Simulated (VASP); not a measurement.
# MgAl7N8 (a cell with a defect) in VASP: further runs, part 2 of 2

VASP 6.6.1.

## 3. Single point, PBE, collinear spin

Contents of INCAR:

```
SYSTEM = MgAl7N8
PREC     = Accurate       ! precision mode
ENCUT    = 520            ! plane-wave cutoff, eV
EDIFF    = 1E-6           ! SCF threshold, eV
ISMEAR   = 0              ! smearing method
SIGMA    = 0.01           ! smearing width, eV
LREAL    = Auto         
LASPH    = .TRUE.         ! aspherical terms in the spheres
NELM     = 150            ! most SCF steps
ALGO     = Normal         ! electronic algorithm
ISIF     = 2              ! what is computed and relaxed
LWAVE    = .FALSE.        ! write WAVECAR
LCHARG   = .FALSE.        ! write CHGCAR
ISPIN    = 2              ! spin polarisation
MAGMOM   = 0.2 0 0 0 0 0 0 0 0.2 0 0 0 0.2 0.2 0 0.2 ! initial moments
LORBIT   = 11             ! projections on sites
GGA      = PE             ! functional
NBANDS   = 50             ! bands
```

Contents of KPOINTS:

```
regular mesh
0
G
  2 2 2
  0 0 0
```

Contents of POSCAR:

```
MgAl7N8
1.0
    0.0000000000      0.0000000000      5.0179604231
   -3.1302455677     -5.4217443634      0.0000000000
    6.2604911353      0.0000000000      0.0000000000
Mg Al N
1 7 8
Direct
    0.9977688612      0.1657368800      0.8340822159
    1.0007153315      0.1632935062      0.3328495921
    1.0007215294      0.6669237279      0.8364533222
    1.0007143674      0.6669603944      0.3328501091
    0.4978698608      0.3340902892      0.1707884752
    0.4978971819      0.3340696795      0.6657195969
    0.4979347768      0.8323831052      0.1673737374
    0.4978864936      0.8290300857      0.6657129322
    0.4093153360      0.1657355083      0.8340909510
    0.3775811877      0.1637458973      0.3330859472
    0.3775904125      0.6666984199      0.8360154278
    0.3775779863      0.6667284138      0.3330779325
    0.8726524952      0.3441516807      0.1908972435
    0.8726794052      0.3441009015      0.6556517317
    0.8785769245      0.8323841275      0.1673689996
    0.8726689032      0.8089397586      0.6556456221
```

Potentials or basis: VASP PAW PBE potentials, release 64 (Mg, Al, N).

Run with:

```bash
cat potpaw_PBE.64/Mg/POTCAR potpaw_PBE.64/Al/POTCAR potpaw_PBE.64/N/POTCAR > POTCAR
mpirun -np 1 vasp_std > vasp.out
```

Run time: 3.6 min. Hardware: 1 thread of Intel Xeon Platinum 8259CL at 2.50GHz (Skylake/Cascade Lake), shared host; peak memory 0.39 GiB.

It converged, with:

* Free energy: -113.5460 eV
* Pressure: 5.3 GPa
* Largest force: 0.022 eV/Å
* Band gap on the k mesh: zero (filled and empty bands overlap)
* Net moment: 1.00 μB per cell
* Site moments: Mg +0.02; Al -0.00; N +0.09, +0.01, +0.20 (each value once) μB
* Valence electrons inside the program's atomic spheres: Mg 0.47; Al 0.82, 0.81, 0.80 (each value once); N 3.83, 3.86, 3.85 (each value once)

Forces in eV/Å, atoms in the order of the input:
```
Mg   0.002  0.001 -0.001
Al  -0.001  0.013  0.014
Al   0.011 -0.007  0.014
Al  -0.015 -0.008  0.012
Al   0.019 -0.011  0.000
Al  -0.018 -0.010  0.002
Al   0.002  0.000  0.005
Al  -0.002  0.022  0.000
N    0.000  0.000  0.004
N    0.000 -0.003 -0.005
N   -0.002  0.001 -0.005
N    0.003  0.002 -0.005
N    0.005 -0.002 -0.009
N   -0.004 -0.003 -0.010
N    0.000  0.000 -0.006
N    0.001  0.006 -0.010
```

Stress tensor (GPa, compression positive):
```
5.13 0.00 0.00
0.00 5.13 0.00
0.00 0.00 5.78
```

Levels at points of the mesh, in eV from the Fermi level:
Spin up:
```
           k point  band 30  band 31  band 32  band 33  band 34  band 35
(0.00, 0.00, 0.00)    -0.30    -0.30    -0.11     4.06     5.66     5.66
(0.50, 0.00, 0.00)    -0.70    -0.47    -0.47     5.21     5.21     5.26
(0.00, 0.50, 0.00)    -0.53    -0.40    -0.36     5.75     5.87     5.93
(0.00, 0.00, 0.50)    -0.53    -0.40    -0.36     5.75     5.87     5.92
(0.00, 0.50, 0.50)    -0.53    -0.40    -0.36     5.75     5.87     5.93
(0.50, 0.50, 0.00)    -1.06    -0.63    -0.38     6.19     6.34     6.39
(0.50, 0.00, 0.50)    -1.06    -0.63    -0.38     6.19     6.34     6.39
(0.50, 0.50, 0.50)    -1.06    -0.63    -0.38     6.19     6.34     6.39
```
Spin down:
```csv
k point,band 28,band 29,band 30,band 31,band 32,band 33,band 34,band 35
"(0.00, 0.00, 0.00)",-0.52,-0.52,-0.02,0.20,0.20,4.12,5.67,5.67
"(0.50, 0.00, 0.00)",-0.64,-0.63,-0.63,0.07,0.07,5.25,5.25,5.28
"(0.00, 0.50, 0.00)",-1.08,-0.55,-0.46,-0.27,0.14,5.75,5.89,6.00
"(0.00, 0.00, 0.50)",-1.08,-0.55,-0.46,-0.27,0.14,5.75,5.89,6.00
"(0.00, 0.50, 0.50)",-1.08,-0.55,-0.46,-0.27,0.14,5.75,5.88,6.00
"(0.50, 0.50, 0.00)",-1.05,-1.00,-0.97,-0.09,0.00,6.24,6.39,6.45
"(0.50, 0.00, 0.50)",-1.05,-1.00,-0.97,-0.09,0.00,6.24,6.39,6.45
"(0.50, 0.50, 0.50)",-1.05,-1.00,-0.97,-0.09,0.00,6.24,6.39,6.45
```

Caveat: the k points lie up to 0.63 Å⁻¹ apart.

## 4. Relaxation of the atoms, PBE

Contents of INCAR:

```
SYSTEM = MgAl7N8
ALGO = Normal
EDIFF = 1E-6
EDIFFG = -0.025
ENCUT = 520
GGA = PE
IBRION = 2
ISIF = 2
ISMEAR = 0
LASPH = .True.
LCHARG = .False.
LREAL = Auto
LWAVE = .False.
NELECT = 64.0
NELM = 60
NSW = 65
PREC = Accurate
SIGMA = 0.01
```

Contents of KPOINTS:

```
k-points
0
Gamma
  2 2 2
  0 0 0
```

Contents of POSCAR:

```
MgAl7N8
1.0
    0.0000000000      0.0000000000      5.0179604231
   -3.1302455677     -5.4217443634      0.0000000000
    6.2604911353      0.0000000000      0.0000000000
Mg Al N
1 7 8
Direct
    0.9932755060      0.1634036368      0.8330471600
    1.0007153315      0.1632935062      0.3328495921
    1.0007215294      0.6669237279      0.8364533222
    1.0007143674      0.6669603944      0.3328501091
    0.4978698608      0.3340902892      0.1707884752
    0.4978971819      0.3340696795      0.6657195969
    0.4979347768      0.8323831052      0.1673737374
    0.4978864936      0.8290300857      0.6657129322
    0.4076007973      0.1649100907      0.8344921364
    0.3775811877      0.1637458973      0.3330859472
    0.3775904125      0.6666984199      0.8360154278
    0.3775779863      0.6667284138      0.3330779325
    0.8761734513      0.3455389589      0.1936808125
    0.8716202355      0.3424743873      0.6570900119
    0.8785769245      0.8323841275      0.1673689996
    0.8734603270      0.8078293681      0.6555567943
```

Potentials or basis: VASP PAW PBE potentials, release 64 (Mg, Al, N).

Run with:

```bash
cat potpaw_PBE.64/Mg/POTCAR potpaw_PBE.64/Al/POTCAR potpaw_PBE.64/N/POTCAR > POTCAR
mpirun -np 1 vasp_std > vasp.out
```

OUTCAR:

```text
SYSTEM = MgAl7N8
   EDIFF = 1E-6
   EDIFFG = -0.025
   ENCUT = 520
   GGA = PE
   IBRION = 2
   ISIF = 2
   ISMEAR = 0
   LASPH = .True.
   LREAL = Auto
   NELECT = 64.0
   NELM = 60
   NSW = 65
   PREC = Accurate

 ion  position               nearest neighbor table
   1  0.993  0.163  0.833-  14 2.02  16 2.02  13 2.04   9 2.08   8 3.08   5 3.09   6 3.09   8 3.11
                             3 3.12   4 3.12   5 3.12   6 3.13   2 3.13   2 3.13   4 3.14   3 3.14
   2  0.001  0.163  0.333-  13 1.86  14 1.88  10 1.89  15 1.90   7 3.07   5 3.08   6 3.08   7 3.10
                             6 3.10   5 3.10   4 3.11   3 3.11   1 3.13   1 3.13   3 3.15   4 3.15
   3  0.001  0.667  0.836-  16 1.86  14 1.88  11 1.89  15 1.90   7 3.07   8 3.08   6 3.08   7 3.10
                             6 3.10   8 3.10   4 3.11   2 3.11   1 3.12   1 3.14   2 3.15   4 3.15
   4  0.001  0.667  0.333-  13 1.86  16 1.87  12 1.89  15 1.90   7 3.07   5 3.08   8 3.08   7 3.10
                             8 3.10   5 3.10   2 3.11   3 3.11   1 3.12   1 3.14   3 3.15   2 3.15
   5  0.498  0.334  0.171-   9 1.88  12 1.90  10 1.90  13 1.90   2 3.08   4 3.08   1 3.09   8 3.10
                             6 3.10   2 3.10   4 3.10   1 3.12   7 3.13   7 3.13   6 3.16   8 3.16
   6  0.498  0.334  0.666-  14 1.88   9 1.89  11 1.90  10 1.90   3 3.08   2 3.08   1 3.09   5 3.10
                             8 3.10   3 3.10   2 3.10   1 3.13   7 3.13   7 3.13   8 3.16   5 3.16
   7  0.498  0.832  0.167-  11 1.90  12 1.90  10 1.90  15 1.91   4 3.07   2 3.07   3 3.07   4 3.10
                             2 3.10   3 3.10   6 3.13   8 3.13   5 3.13   5 3.13   8 3.13   6 3.13
   8  0.498  0.829  0.666-   9 1.88  16 1.89  11 1.90  12 1.90   1 3.08   3 3.08   4 3.08   5 3.10
                             6 3.10   3 3.10   4 3.10   1 3.11   7 3.13   7 3.13   6 3.16   5 3.16
   9  0.408  0.165  0.834-   8 1.88   5 1.88   6 1.89   1 2.08
  10  0.378  0.164  0.333-   2 1.89   7 1.90   6 1.90   5 1.90
  11  0.378  0.667  0.836-   3 1.89   7 1.90   6 1.90   8 1.90
  12  0.378  0.667  0.333-   4 1.89   7 1.90   5 1.90   8 1.90
  13  0.876  0.346  0.194-   2 1.86   4 1.86   5 1.90   1 2.04
  14  0.872  0.342  0.657-   2 1.88   6 1.88   3 1.88   1 2.02
  15  0.879  0.832  0.167-   4 1.90   2 1.90   3 1.90   7 1.91
  16  0.873  0.808  0.656-   3 1.86   4 1.87   8 1.89   1 2.02

  LATTYP: Found a hexagonal cell.
 ALAT       =     6.2604911354
 C/A-ratio  =     0.8015282371

  Lattice vectors:

 A1 = (  -3.1302455677,  -5.4217443634,   0.0000000000)
 A2 = (   6.2604911353,   0.0000000000,   0.0000000000)
 A3 = (   0.0000000000,   0.0000000000,   5.0179604231)

Analysis of symmetry for initial positions (statically):
[... 170 lines left out ...]
  energy-cutoff  :      520.00
  volume of cell :      170.32
 maximum number of plane-waves:      4596
 NGX is ok and might be reduce to    40
   NGX = 19   NGY = 23   NGZ = 23

--------------------------------------- Ionic step        1  -------------------------------------------

 number of electron      64.0000000 magnetization

 Free energy of the ion-electron system (eV)
  ---------------------------------------------------
  ext. energy  EPLUGINS =         0.00000000
  ---------------------------------------------------
  free energy    TOTEN  =      -107.59809054 eV

  energy without entropy =     -107.59809054  energy(sigma->0) =     -107.59809054

------------------------ aborting loop because EDIFF is reached ----------------------------------------

  FORCE on cell =-STRESS in cart. coord.  units (eV):
  Direction    XX          YY          ZZ          XY          YZ          ZX
  --------------------------------------------------------------------------------------
  -------------------------------------------------------------------------------------
  Total       15.3275841     15.5197853     13.4379653      0.2374640      0.0007338      0.1225566
  in kB      144.1815258    145.9894994    126.4065050      2.2337452      0.0069025      1.1528499
  external PRESSURE =     138.8591767 kB  Pullay stress =       0.0000000 kB
[... 131 lines left out ...]
  FREE ENERGIE OF THE ION-ELECTRON SYSTEM (eV)
  ---------------------------------------------------
  free  energy   TOTEN  =      -107.7444684658 eV

  energy  without entropy=     -107.7444684658  energy(sigma->0) =     -107.74446847

[... ionic steps 4 to 7 ...]

--------------------------------------- Ionic step        8  -------------------------------------------

 number of electron      64.0000000 magnetization

------------------------ aborting loop because EDIFF is reached ----------------------------------------
[... 95 lines left out ...]
--------------------------------------- Ionic step       10  -------------------------------------------

 number of electron      64.0000001 magnetization

 Free energy of the ion-electron system (eV)
  ---------------------------------------------------
  ext. energy  EPLUGINS =         0.00000000
  ---------------------------------------------------
  free energy    TOTEN  =      -107.75697222 eV

  energy without entropy =     -107.75697222  energy(sigma->0) =     -107.75697222

 E-fermi :   5.9906     XC(G=0): -10.8465

 val. band max:        5.8833849065   @ k =   0.0000   0.0000   0.0000
 cond. band min:       9.7180121643   @ k =   0.0000   0.0000   0.0000
 fundamental gap:      3.8346272578
 Fermi energy:         5.9906279505

 k-point     1 :       0.0000    0.0000    0.0000
  band No.  band energies     occupation
      1      -9.4303      2.00000
      2      -7.5889      2.00000
      3      -7.5885      2.00000
      4      -7.4644      2.00000
      5      -7.2297      2.00000
      6      -6.7557      2.00000
[... 384 lines left out ...]
  FREE ENERGIE OF THE ION-ELECTRON SYSTEM (eV)
  ---------------------------------------------------
  free  energy   TOTEN  =      -107.7569722231 eV

  energy  without entropy=     -107.7569722231  energy(sigma->0) =     -107.75697222

 reached required accuracy - stopping structural energy minimisation
```

CONTCAR:

```text
MgAl7N8
   1.00000000000000
     0.0000000000000000    0.0000000000000000    5.0179604230999999
    -3.1302455676999998   -5.4217443634000002    0.0000000000000000
     6.2604911352999997    0.0000000000000000    0.0000000000000000
  Mg              Al              N
     1     7     8
Direct
     0.9960288244910704    0.1652766859160725    0.8343807708321740
     0.9947985553405038    0.1700906974142615    0.3366445534866299
     0.9947364374026164    0.6630285825330192    0.8296349425053120
     0.9947460385994379    0.6632110781145341    0.3365141833771502
     0.5032050039061384    0.3322802273773416    0.1677405691947882
     0.5032674542868706    0.3320844790805033    0.6676563539791309
[... 8 lines left out ...]
     0.8781065743798953    0.8321800574408451    0.1675672171355274
     0.8749685756884653    0.8141508753512913    0.6586238908170919

  0.00000000E+00  0.00000000E+00  0.00000000E+00
  0.00000000E+00  0.00000000E+00  0.00000000E+00
  0.00000000E+00  0.00000000E+00  0.00000000E+00
  0.00000000E+00  0.00000000E+00  0.00000000E+00
  0.00000000E+00  0.00000000E+00  0.00000000E+00
  0.00000000E+00  0.00000000E+00  0.00000000E+00
[... 8 lines left out ...]
  0.00000000E+00  0.00000000E+00  0.00000000E+00
  0.00000000E+00  0.00000000E+00  0.00000000E+00
```

Run time: 7.4 min. Hardware: 1 thread of Intel Xeon Platinum 8259CL at 2.50GHz (Skylake/Cascade Lake), shared host; peak memory 0.32 GiB.

What came out:

| Item | Value |
| --- | --- |
| Free energy | -107.7570 eV |
| Energy gained by relaxing | 9.9 meV/atom |
| Ionic steps | 10 |
| Largest force after relaxing | 0.011 eV/Å |

Forces on the atoms (eV/Å):
```
Mg  -0.004 -0.003 -0.007
Al  -0.001 -0.004 -0.002
Al  -0.004  0.001  0.001
Al   0.005  0.002  0.001
Al   0.003  0.001 -0.002
Al  -0.006 -0.003 -0.003
Al   0.005  0.003 -0.010
Al   0.001  0.002 -0.002
N    0.000 -0.001  0.011
N   -0.001  0.003  0.002
N    0.003 -0.001  0.001
N    0.004  0.005  0.003
N   -0.001  0.001  0.003
N   -0.005 -0.004  0.001
N    0.000  0.001  0.001
N    0.001 -0.002  0.003
```

The path:
| step | energy change (eV) | largest force (eV/Å) | pressure (GPa) |
| --- | --- | --- | --- |
| 1 | 0.0000 | 1.3140 | 13.89 |
| 2 | -0.1305 | 0.5580 | 14.31 |
| 3 | -0.1464 | 0.2896 | 14.16 |
| 4 | -0.1564 | 0.1708 | 14.06 |
| 5 | -0.1564 | 0.1713 | 14.05 |
| 6 | -0.1580 | 0.0791 | 14.05 |
| 7 | -0.1582 | 0.0500 | 14.05 |
| 8 | -0.1587 | 0.0384 | 14.06 |
| 9 | -0.1587 | 0.0409 | 14.06 |
| 10 | -0.1589 | 0.0114 | 14.06 |

Final structure:
```yaml
crystal:
  lattice:
    - [0.00000, 0.00000, 5.01796]
    - [-3.13025, -5.42174, 0.00000]
    - [6.26049, 0.00000, 0.00000]
  atoms:
    - { symbol: Mg, position: [0.99603, 0.16528, 0.83438] }
    - { symbol: Al, position: [0.99480, 0.17009, 0.33664] }
    - { symbol: Al, position: [0.99474, 0.66303, 0.82963] }
    - { symbol: Al, position: [0.99475, 0.66321, 0.33651] }
    - { symbol: Al, position: [0.50321, 0.33228, 0.16774] }
    - { symbol: Al, position: [0.50327, 0.33208, 0.66766] }
    - { symbol: Al, position: [0.49635, 0.83226, 0.16754] }
    - { symbol: Al, position: [0.50321, 0.83197, 0.66749] }
    - { symbol: N, position: [0.40690, 0.16539, 0.83433] }
    - { symbol: N, position: [0.37697, 0.16432, 0.33372] }
    - { symbol: N, position: [0.37696, 0.66603, 0.83546] }
    - { symbol: N, position: [0.37692, 0.66623, 0.33356] }
    - { symbol: N, position: [0.87498, 0.34109, 0.18552] }
    - { symbol: N, position: [0.87505, 0.34086, 0.65880] }
    - { symbol: N, position: [0.87811, 0.83218, 0.16757] }
    - { symbol: N, position: [0.87497, 0.81415, 0.65862] }
```

Levels at points of the mesh, in eV from the Fermi level:
| k point | band 29 | band 30 | band 31 | band 32 | band 33 | band 34 | band 35 | band 36 |
| --- | --- | --- | --- | --- | --- | --- | --- | --- |
| (0.00, 0.00, 0.00) | -0.90 | -0.29 | -0.11 | -0.11 | 3.73 | 5.16 | 5.16 | 5.43 |
| (0.50, 0.00, 0.00) | -1.03 | -0.96 | -0.22 | -0.22 | 4.79 | 4.79 | 4.86 | 5.00 |
| (0.00, 0.50, 0.00) | -0.87 | -0.76 | -0.50 | -0.18 | 5.35 | 5.46 | 5.62 | 5.81 |
| (0.00, 0.00, 0.50) | -0.87 | -0.76 | -0.50 | -0.18 | 5.35 | 5.46 | 5.62 | 5.81 |
| (0.00, 0.50, 0.50) | -0.87 | -0.76 | -0.50 | -0.18 | 5.35 | 5.46 | 5.62 | 5.81 |
| (0.50, 0.50, 0.00) | -1.26 | -1.25 | -0.40 | -0.33 | 5.94 | 6.05 | 6.06 | 6.09 |
| (0.50, 0.00, 0.50) | -1.26 | -1.25 | -0.40 | -0.33 | 5.94 | 6.05 | 6.06 | 6.09 |
| (0.50, 0.50, 0.50) | -1.26 | -1.25 | -0.40 | -0.34 | 5.94 | 6.05 | 6.06 | 6.09 |

Caveat: the k points lie up to 0.63 Å⁻¹ apart; the cell carries a net charge on a neutralising background, which shifts energy and pressure; the cell is charged against a uniform background, so pressure and absolute levels hang on convention.
